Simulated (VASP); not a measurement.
**TaN: relaxation of cell and atoms with PBE+U**

Crystal: TaN.

```
CELL_PARAMETERS angstrom
2.93800 0.00000 0.00000
-1.46900 2.54438 0.00000
0.00000 0.00000 2.88300
ATOMIC_POSITIONS crystal
Ta 0.33333 0.66667 0.50000
N 0.00000 0.00000 0.00000
```

| Quantity | Value |
| --- | --- |
| Program | VASP 6.6.1 |
| Task | relaxation of cell and atoms |
| Functional | PBE |
| Potentials or basis | VASP PAW PBE potentials, release 64 (Ta_pv, N) |
| Cutoff | 600 eV |
| k mesh | 10 × 10 × 9 |
| Occupations | fermi-dirac, width 0.05 eV |
| Spin | no spin polarisation |
| Hubbard terms | Ta d U = 5.0 eV |
| Dipole correction | no |
| Further INCAR settings | ALGO = Normal; EDIFF = 1e-06; IBRION = 2; EDIFFG = -0.01; NSW = 60; ISIF = 3 |

```json
{
 "Relaxed volume": "11.46 Å³/atom",
 "Relaxed cell": "a = 2.997 Å, b = 2.997 Å, c = 2.945 Å, α = 90.00°, β = 90.00°, γ = 120.00°",
 "Space group after relaxing (to 0.05 Å)": "P-6m2 (No. 187)",
 "Energy gained by relaxing": "43.8 meV/atom",
 "Ionic steps": "10",
 "Pressure after relaxing": "0.0 GPa",
 "Band gap on the k mesh": "zero (band 8 reaches 8.70 eV, above the bottom of band 9 at 8.37 eV)"
}
```

Step by step:
```csv
step,energy change (eV),largest force (eV/Å),pressure (GPa),volume (Å³)
1,0.0000,0.0000,21.76,21.55
2,0.3270,0.0000,-32.83,26.45
3,-0.0874,0.0000,-0.97,22.98
4,-0.0876,0.0000,-0.05,22.91
5,-0.0876,0.0000,0.30,22.89
6,-0.0876,0.0000,0.25,22.89
7,-0.0877,0.0000,0.29,22.89
8,-0.0877,0.0000,0.30,22.89
9,-0.0876,0.0000,-0.40,22.95
10,-0.0877,0.0000,-0.01,22.91
```

Final structure:
```
CELL_PARAMETERS angstrom
2.99721 0.00000 0.00000
-1.49861 2.59566 0.00000
0.00000 0.00000 2.94490
ATOMIC_POSITIONS crystal
Ta 0.33333 0.66667 0.50000
N 0.00000 0.00000 0.00000
```

Levels at points of the mesh, in eV from the Fermi level:
| k point | band 5 | band 6 | band 7 | band 8 | band 9 | band 10 | band 11 | band 12 |
| --- | --- | --- | --- | --- | --- | --- | --- | --- |
| (0.00, 0.00, 0.00) | -4.62 | -4.62 | -4.31 | -3.41 | 1.05 | 3.07 | 3.07 | 4.07 |
| (0.50, 0.00, 0.00) | -8.55 | -5.12 | -3.58 | -3.51 | 3.13 | 3.45 | 4.83 | 4.85 |

Eigenvalues of the final occupation matrices:
```csv
site,spin,trace,eigenvalues
site 1 d,1,1.10,0.16 0.16 0.24 0.24 0.29
site 1 d,2,1.10,0.16 0.16 0.24 0.24 0.29
```

Run time: 69 s on 1 thread of Intel(R) Xeon(R) Platinum 8259CL CPU @ 2.50GHz (Skylake/Cascade Lake), with other jobs on the host, peak memory 0.17 GiB.

Caveat: spin-orbit coupling is left out, which moves the levels of the heavy elements; U without spin polarisation on a metal has little footing. PBE usually gives volumes a little too large and moduli too small.
